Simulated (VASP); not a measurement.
# Al3Cu2 (Cm) in VASP: a series of runs

The runs below take Al3Cu2 through single point, with PBEsol.

All numbers are computed with VASP 6.6.1; they aren't measurements. Logs are shortened: lines on timing, memory, paths and dates and some standing lists are left out, and cuts for length are marked.

**1. The cell of the first run**

It takes space group Cm (No. 8, monoclinic). Conventional cell: a = 7.099 Å, b = 4.099 Å, c = 4.982 Å, α = 90.00°, β = 90.00°, γ = 90.00°. Within 3.0 Å of Al (site symmetry m) lie 6 Cu at 2.25 to 2.78 Å and 6 Al at 2.94 Å. Within 3.1 Å of Al (site symmetry m) lie 5 Cu at 2.32 to 2.82 Å and 6 Al at 2.79 to 2.94 Å. Al (site symmetry m) has 5 Cu at 2.23 to 2.84 Å and 6 Al at 2.79 to 2.94 Å within 3.0 Å. Within 3.0 Å of Cu (site symmetry m) lie 8 Al at 2.27 to 2.84 Å and 3 Cu at 2.84 Å. Cu (site symmetry m) has 8 Al at 2.23 to 2.82 Å and 3 Cu at 2.84 Å within 3.0 Å.

**2. Single point, PBEsol**

File INCAR:

```
ALGO = Fast ; EDIFF = 1E-6
ENCUT = 520 ; GGA = PS
ISIF = 2 ; ISMEAR = 0
LASPH = True ; LCHARG = True
LELF = True ; LREAL = False
LVHAR = True ; LWAVE = False
NBANDS = 24 ; NELM = 80
PREC = Accurate ; SIGMA = 0.15
```

File KPOINTS:

```
k-points
0
Gamma
  12 12 10
```

File POSCAR:

```
Al3Cu2
1.0
    4.0985856014      0.0000000000      0.0000000000
   -2.0492928007      3.5494792504      0.0000000000
    0.0000000000      0.0000000000      4.9821008425
Al Cu
3 2
Direct
    0.0000000000      0.0000000000      0.0000000000
    0.3333333333      0.6666666667      0.3515059809
    0.6666666667      0.3333333333      0.6484940191
    0.2306550413      0.6153275207      0.8908701676
    0.5639883746      0.2819941873      0.2062902042
```

Potentials or basis: VASP PAW PBE potentials, release 64 (Al, Cu).

Launch:

```console
cat potpaw_PBE.64/Al/POTCAR potpaw_PBE.64/Cu/POTCAR > POTCAR
mpirun -np 1 vasp_std > vasp.out
```

OUTCAR:

```text
EDIFF = 1E-6
   ENCUT = 520
   GGA = PS
   ISIF = 2
   ISMEAR = 0
   LASPH = True
   LREAL = False
   NELM = 80
   PREC = Accurate

 ion  position               nearest neighbor table
   1  0.000  0.000  0.000-   5 2.25   4 2.27   4 2.27   5 2.77   5 2.77   4 2.78   2 2.94   3 2.94
                             2 2.94   3 2.94   3 2.94   2 2.94
   2  0.333  0.667  0.352-   5 2.32   5 2.32   4 2.32   4 2.71   3 2.79   3 2.79   3 2.79   5 2.82
                             1 2.94   1 2.94   1 2.94
   3  0.667  0.333  0.648-   5 2.23   4 2.34   2 2.79   2 2.79   2 2.79   5 2.80   4 2.84   4 2.84
                             1 2.94   1 2.94   1 2.94
   4  0.231  0.615  0.891-   1 2.27   1 2.27   2 2.32   3 2.34   2 2.71   1 2.78   3 2.84   3 2.84

   5  0.564  0.282  0.206-   3 2.23   1 2.25   2 2.32   2 2.32   1 2.77   1 2.77   3 2.80   2 2.82

  LATTYP: Found a hexagonal cell.
 ALAT       =     4.0985856014
 C/A-ratio  =     1.2155658871

  Lattice vectors:

 A1 = (   4.0985856014,   0.0000000000,   0.0000000000)
 A2 = (  -2.0492928007,   3.5494792504,   0.0000000000)
 A3 = (   0.0000000000,   0.0000000000,   4.9821008425)

Analysis of symmetry for initial positions (statically):
=====================================================================
 Subroutine PRICEL returns:
 Original cell was already a primitive cell.

 Routine SETGRP: Setting up the symmetry group for a
 hexagonal supercell.

 Subroutine GETGRP returns: Found  2 space group operations
 (whereof  2 operations were pure point group operations)
 out of a pool of 24 trial point group operations.

The static configuration has the point symmetry C_1h.

Analysis of symmetry for dynamics (positions and initial velocities):
=====================================================================
 Subroutine PRICEL returns:
 Original cell was already a primitive cell.

 Routine SETGRP: Setting up the symmetry group for a
 hexagonal supercell.

 Subroutine GETGRP returns: Found  2 space group operations
 (whereof  2 operations were pure point group operations)
 out of a pool of 24 trial point group operations.

The dynamic configuration has the point symmetry C_1h.

 Subroutine INISYM returns: Found  2 space group operations
 (whereof  2 operations are pure point group operations),
 and found     1 'primitive' translations

----------------------------------------------------------------------------------------

                                     Primitive cell

  volume of cell :      72.4788

  direct lattice vectors                    reciprocal lattice vectors
     4.098585601  0.000000000  0.000000000     0.243986608  0.140865734  0.000000000
    -2.049292801  3.549479250  0.000000000     0.000000000  0.281731468  0.000000000
     0.000000000  0.000000000  4.982100843     0.000000000  0.000000000  0.200718539

  length of vectors
     4.098585601  4.098585601  4.982100843     0.281731468  0.281731468  0.200718539

  position of ions in fractional coordinates (direct lattice)
     0.000000000  0.000000000  0.000000000
     0.333333333  0.666666667  0.351505981
     0.666666667  0.333333333  0.648494019
     0.230655041  0.615327521  0.890870168
     0.563988375  0.281994187  0.206290204

  ion indices of the primitive-cell ions
   primitive index   ion index
                 1           1
                 2           2
                 3           3
                 4           4
                 5           5

----------------------------------------------------------------------------------------

 KPOINTS: k-points

Automatic generation of k-mesh.
 Grid dimensions read from file:
 generate k-points for:   12   12   10

 Generating k-lattice:

  Cartesian coordinates                     Fractional coordinates (reciprocal lattice)
     0.020332217  0.011738811  0.000000000     0.083333333  0.000000000  0.000000000
     0.000000000  0.023477622  0.000000000     0.000000000  0.083333333  0.000000000
     0.000000000  0.000000000  0.020071854     0.000000000  0.000000000  0.100000000

  Length of vectors
     0.023477622  0.023477622  0.020071854

  Shift w.r.t. Gamma in fractional coordinates (k-lattice)
     0.000000000  0.000000000  0.000000000

 Subroutine IBZKPT returns following result:
 ===========================================

 Found    398 irreducible k-points:

 Following reciprocal coordinates:
            Coordinates               Weight
  0.000000  0.000000  0.000000      1.000000
  0.083333 -0.000000  0.000000      2.000000
  0.000000  0.083333  0.000000      4.000000
  0.166667  0.000000  0.000000      2.000000
  0.000000  0.166667  0.000000      4.000000
  0.250000  0.000000  0.000000      2.000000
[... 16 lines left out ...]
 -0.083333  0.416667  0.000000      4.000000
 -0.416667  0.333333  0.000000      4.000000
 [... further k-points ...]
   k-points           NKPTS =    398   k-points in BZ     NKDIM =    398   number of bands    NBANDS=     24
   number of dos      NEDOS =    301   number of ions     NIONS =      5
   total plane-waves  NPLWV =  36000
   dimension x,y,z NGX =    30 NGY =   30 NGZ =   40
   dimension x,y,z NGXF=    60 NGYF=   60 NGZF=   80
   ions per type =               3   2
   NGX,Y,Z   is equivalent  to a cutoff of  12.17, 12.17, 13.35 a.u.
   NGXF,Y,Z  is equivalent  to a cutoff of  24.34, 24.34, 26.69 a.u.
 SYSTEM =  unknown system
   PREC   = accura    normal or accurate (medium, high low for compatibility)
   ISTART =      0    job   : 0-new  1-cont  2-samecut
   ICHARG =      2    charge: 1-file 2-atom 10-const
   ISPIN  =      1    spin polarized calculation?
   LNONCOLLINEAR =      F non collinear calculations
   LSORBIT =      F    spin-orbit coupling
   LASPH  =      T    aspherical Exc in radial PAW
   ENCUT  =  520.0 eV  38.22 Ry    6.18 a.u.   7.62  7.62  9.26*2*pi/ulx,y,z
   NELM   =     80;   NELMIN=  2; NELMDL= -5     # of ELM steps
   EDIFF  = 0.1E-05   stopping-criterion for ELM
   LREAL  =      F    real-space projection
   EDIFFG = 0.1E-04   stopping-criterion for IOM
   NSW    =      0    number of steps for IOM
   IBRION =     -1    ionic relax: 0-MD 1-quasi-New 2-CG
   NFREE  =      0    steps in history (QN), initial steepest desc. (CG)
   ISIF   =      2    stress and relaxation
   ISYM   =      2    0-nonsym 1-usesym 2-fastsym
   POTIM  = 0.5000    time-step for ionic-motion
   TEBEG  =    0.0;   TEEND  =   0.0 temperature during run
   PSTRESS=    0.0 pullay stress
   NELECT =      31.0000    total number of electrons
   NUPDOWN=      -1.0000    fix difference up-down
   EMIN   =  10.00;   EMAX   =-10.00  energy-range for DOS
   EFERMI =   0.00;   METHOD = LEGACY
   ISMEAR =     0;   SIGMA  =   0.15  broadening in eV -4-tet -1-fermi 0-gaus
   EFERMI_NEDOS =   21; number of points for ismear=-14 and -15
   IALGO  =     68    algorithm
   IMIX   =      4    mixing-type and parameters
     AMIX     =   0.40;   BMIX     =  1.00
     AMIX_MAG =   1.60;   BMIX_MAG =  1.00
  volume/ion in A,a.u.               =      14.50        97.82
  Fermi-wavevector in a.u.,A,eV,Ry     =   1.233460  2.330901 20.700218  1.521423
  Thomas-Fermi vector in A             =   2.368189
   LORBIT       =      0    0 simple, 1 ext, 2 COOP (PROOUT), +10 PAW based schemes
   GGA     = PS    functional components
   LHFCALC =     F    Hartree Fock is set to
   AEXX    =    0.0000 exact exchange contribution
   IVDW    =     0    specifies the selected vdW correction
   LEPSILON=     F    determine dielectric tensor
   LRPA    =     F    only Hartree local field effects (RPA)
 non-spin polarized calculation
 RMM-DIIS sequential band-by-band and
 Gauss-broadening in eV      SIGMA  =   0.15
  energy-cutoff  :      520.00
  volume of cell :       72.48
 maximum number of plane-waves:      1986
   NGX = 15   NGY = 15   NGZ = 19

 number of electron      30.9999985 magnetization

 Free energy of the ion-electron system (eV)
  ---------------------------------------------------
  ext. energy  EPLUGINS =         0.00000000
  ---------------------------------------------------
  free energy    TOTEN  =       -20.58086266 eV

  energy without entropy =      -20.56516796  energy(sigma->0) =      -20.57301531

 E-fermi :   8.2392     XC(G=0): -11.0395

 val. band max:        8.2357223716   @ k =   0.0000   0.5000   0.2000
 cond. band min:       8.2483572021   @ k =   0.4167   0.0000   0.1000
 fundamental gap:      0.0126348304
 Fermi energy:         8.2392116487

 k-point     1 :       0.0000    0.0000    0.0000
  band No.  band energies     occupation
      1      -2.9756      2.00000
      2       1.7847      2.00000
      3       2.2592      2.00000
      4       2.7762      2.00000
      5       2.7935      2.00000
      6       3.0408      2.00000
[... 16 lines left out ...]
     23      14.3184      0.00000
     24      14.4886      0.00000

 k-point     2 :       0.0833   -0.0000    0.0000
  band No.  band energies     occupation
      1      -2.8942      2.00000
      2       1.8185      2.00000
      3       2.2399      2.00000
      4       2.8120      2.00000
      5       2.8133      2.00000
      6       3.0528      2.00000
[... 16 lines left out ...]
     23      13.9179      0.00000
     24      14.0468      0.00000

 k-point     3 :       0.0000    0.0833    0.0000
  band No.  band energies     occupation
      1      -2.8933      2.00000
      2       1.8243      2.00000
      3       2.2552      2.00000
      4       2.7734      2.00000
      5       2.8185      2.00000
      6       3.0435      2.00000
[... 16 lines left out ...]
     23      13.8424      0.00000
     24      14.2730      0.00000
[... 514 lines left out ...]
 k-point    23 :      -0.0833    0.4167    0.0000
  band No.  band energies     occupation
      1      -1.2952      2.00000
      2       1.2444      2.00000
      3       2.1231      2.00000
      4       2.7649      2.00000
      5       2.9232      2.00000
      6       3.1365      2.00000
[... 16 lines left out ...]
     23      14.5556      0.00000
     24      16.7613      0.00000

 k-point    24 :      -0.4167    0.3333    0.0000
  band No.  band energies     occupation
      1      -1.3020      2.00000
      2       1.2388      2.00000
      3       2.1209      2.00000
      4       2.7519      2.00000
      5       2.9584      2.00000
      6       3.1117      2.00000
[... 16 lines left out ...]
     23      14.6171      0.00000
     24      16.7275      0.00000

 [... further k-points ...]
[... 5 lines left out ...]
  --------------------------------------------------------------------------------------
  -------------------------------------------------------------------------------------
  Total        3.3578846      4.3071929      3.8746964     -0.8221251      0.8233831      1.4261413
  in kB       74.2275602     95.2124496     85.6519193    -18.1734473     18.2012562     31.5254998
  external PRESSURE =      85.0306431 kB  Pullay stress =       0.0000000 kB

 VOLUME and BASIS-vectors are now :
 -----------------------------------------------------------------------------
  energy-cutoff  :      520.00
  volume of cell :       72.48
      direct lattice vectors                 reciprocal lattice vectors
     4.098585601  0.000000000  0.000000000     0.243986608  0.140865734  0.000000000
    -2.049292801  3.549479250  0.000000000     0.000000000  0.281731468  0.000000000
     0.000000000  0.000000000  4.982100843     0.000000000  0.000000000  0.200718539

 POSITION                                       TOTAL-FORCE (eV/Angst)
 -----------------------------------------------------------------------------------
      0.00000      0.00000      0.00000        -2.273011     -1.312323     -0.027811
     -0.00000      2.36632      1.75124        -0.629736     -0.363579      1.783575
      2.04929      1.18316      3.23086        -0.579045     -0.334312      1.395368
     -0.31563      2.18409      4.43841         1.647198      0.951010     -1.451966
      1.73367      1.00093      1.02776         1.834594      1.059204     -1.699167
 -----------------------------------------------------------------------------------
    total drift:                               -0.000092     -0.000063     -0.001453

  FREE ENERGIE OF THE ION-ELECTRON SYSTEM (eV)
  ---------------------------------------------------
  free  energy   TOTEN  =       -20.5808626591 eV

  energy  without entropy=      -20.5651679591  energy(sigma->0) =      -20.57301531
```

Wall time 7 min (1 thread of Intel Xeon 6975P-C (Granite Rapids), shared host); peak memory 0.64 GiB.

What came out:

```
Free energy            : -20.5809 eV
Pressure               : 8.5 GPa
Largest force          : 2.716 eV/Å
Band gap on the k mesh : zero (an odd number of electrons rules out a gap without spin polarisation)
```

Forces in eV/Å, atoms in the order of the input:
```
Al  -2.273 -1.312 -0.028
Al  -0.630 -0.364  1.784
Al  -0.579 -0.334  1.395
Cu   1.647  0.951 -1.452
Cu   1.835  1.059 -1.699
```

Stress tensor (GPa, compression positive):
```
 7.42 -1.82  3.15
-1.82  9.52  1.82
 3.15  1.82  8.57
```

Levels at points of the mesh, in eV from the Fermi level:
| k point | band 13 | band 14 | band 15 | band 16 | band 17 | band 18 | band 19 | band 20 |
| --- | --- | --- | --- | --- | --- | --- | --- | --- |
| (0.00, 0.00, 0.00) | -3.67 | -0.24 | -0.03 | 1.26 | 1.26 | 2.42 | 2.99 | 5.29 |
| (0.50, 0.00, 0.00) | -2.91 | -2.88 | -2.35 | -0.69 | -0.09 | 0.33 | 3.03 | 3.85 |
| (0.00, 0.50, 0.00) | -3.04 | -2.93 | -2.25 | -0.74 | -0.11 | 0.36 | 3.19 | 3.60 |
| (0.00, 0.00, 0.50) | 0.78 | 0.94 | 1.30 | 1.33 | 1.77 | 2.05 | 2.72 | 2.93 |
| (0.50, 0.00, 0.50) | -4.26 | -3.53 | -1.70 | -0.12 | 0.75 | 0.94 | 4.89 | 5.34 |
| (0.00, 0.50, 0.50) | -4.15 | -3.64 | -1.61 | -0.19 | 0.81 | 0.89 | 4.80 | 5.40 |

Caveat: the cell differs from its parent crystal (all Cu atoms moved +0.438 Å, as atom 4 towards its neighbour atom 5 (Cu) at 2.841 Å); the cell stands under pressure; the PAW data sets were made with another functional, which shifts forces and pressure a little.

**3. Single point, PBEsol**

File INCAR:

```
  ALGO = Fast
  EDIFF = 1E-6
  ENCUT = 520
  GGA = PS
  ISIF = 2
  ISMEAR = 0
  LASPH = True
  LCHARG = True
  LELF = True
  LREAL = False
  LVHAR = True
  LWAVE = False
  NBANDS = 24
  NELM = 60
  PREC = Accurate
  SIGMA = 0.15
```

KPOINTS is that of step 2.

POSCAR, as its differences from that of step 2:

```diff
@@ -11,3 +11,3 @@
     0.6666666667      0.3333333333      0.6484940191
-    0.2306550413      0.6153275207      0.8908701676
-    0.5639883746      0.2819941873      0.2062902042
+    0.2599916962      0.6299958481      0.8769901145
+    0.5933250295      0.2966625148      0.1924101511
```

Potentials or basis: VASP PAW PBE potentials, release 64 (Al, Cu).

Launch:

```console
cat potpaw_PBE.64/Al/POTCAR potpaw_PBE.64/Cu/POTCAR > POTCAR
mpirun -np 1 vasp_std > vasp.out
```

It took 6.8 min on 1 thread of Intel Xeon 6975P-C (Granite Rapids), shared host; peak memory 0.64 GiB.

The run converged. Its results:

```yaml
Free_energy: -21.1339 eV
Pressure: 4.5 GPa
Largest_force: 1.959 eV/Å
Band_gap_on_the_k_mesh: zero (an odd number of electrons rules out a gap without spin polarisation)
```

Forces in eV/Å, atoms in the order of the input:
```
Al  -1.623 -0.937  0.053
Al  -0.475 -0.274  1.235
Al  -0.445 -0.257  1.036
Cu   1.222  0.706 -1.094
Cu   1.320  0.762 -1.230
```

Stress tensor (GPa, compression positive):
```
 3.97 -0.88  1.57
-0.88  4.99  0.91
 1.57  0.91  4.68
```

Levels at points of the mesh, in eV from the Fermi level:
```
           k point  band 13  band 14  band 15  band 16  band 17  band 18  band 19  band 20
(0.00, 0.00, 0.00)    -3.65    -0.21    -0.11     1.30     1.30     2.46     2.95     5.30
(0.50, 0.00, 0.00)    -2.96    -2.91    -2.44    -0.71    -0.08     0.36     3.05     3.82
(0.00, 0.50, 0.00)    -3.03    -2.96    -2.39    -0.74    -0.09     0.38     3.13     3.68
(0.00, 0.00, 0.50)     1.00     1.14     1.26     1.30     1.73     2.19     2.60     2.82
(0.50, 0.00, 0.50)    -4.19    -3.52    -1.72    -0.13     0.75     0.94     5.00     5.33
(0.00, 0.50, 0.50)    -4.14    -3.58    -1.68    -0.17     0.79     0.92     4.92     5.36
```

Caveat: the cell differs from its parent crystal (all Cu atoms moved +0.312 Å, as atom 4 towards its neighbour atom 5 (Cu) at 2.841 Å); the cell stands under pressure; the PAW data sets were made with another functional, which shifts forces and pressure a little.
